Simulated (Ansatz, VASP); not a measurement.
## Ga4RuPt: VASP beside Ansatz

```
Ga Ru Pt
1.0
     0.00000    3.58868    3.58868
     3.58868    0.00000    3.58868
     3.58868    3.58868    0.00000
Ga Ru Pt
4 1 1
Direct
  0.62501 0.62501 0.12497
  0.62501 0.12497 0.62501
  0.12497 0.62501 0.62501
  0.62501 0.62501 0.62501
  0.00000 0.00000 0.00000
  0.25000 0.25000 0.25000
```

Change from the starting cell: species swapped into the LuCdNi4 type (F-43m, No. 216).

Alike in both runs: functional PBE; k mesh 10 × 10 × 10; occupations gaussian, width 0.1 eV; no spin polarisation.

Ansatz relaxed the structure, and its values are those at the end. VASP's run is a single point on that final structure, the one shown.

|  | VASP | Ansatz |
| --- | --- | --- |
| version | VASP 6.6.1 | Ansatz 0.2.0 |
| potentials or method | VASP PAW PBE potentials, release 64 (Ga_d, Ru_pv, Pt), cutoff 520 eV | scalar-relativistic, plane waves, PAW |
| valence electrons in the cell | 76 | 86 |

|  | VASP | Ansatz | Ansatz less VASP |
| --- | --- | --- | --- |
| gap on the k mesh at the Fermi level (eV) | none | none | - |
| pressure (GPa) | 0.2 | 0.0 | -0.18 |

A gap of «none» marks a metal or a gap that the smearing closes. VASP's potentials hold 76 valence electrons a cell and Ansatz's 86, so a difference there can come from the potentials and not from the codes.

Spin-orbit coupling is off throughout.
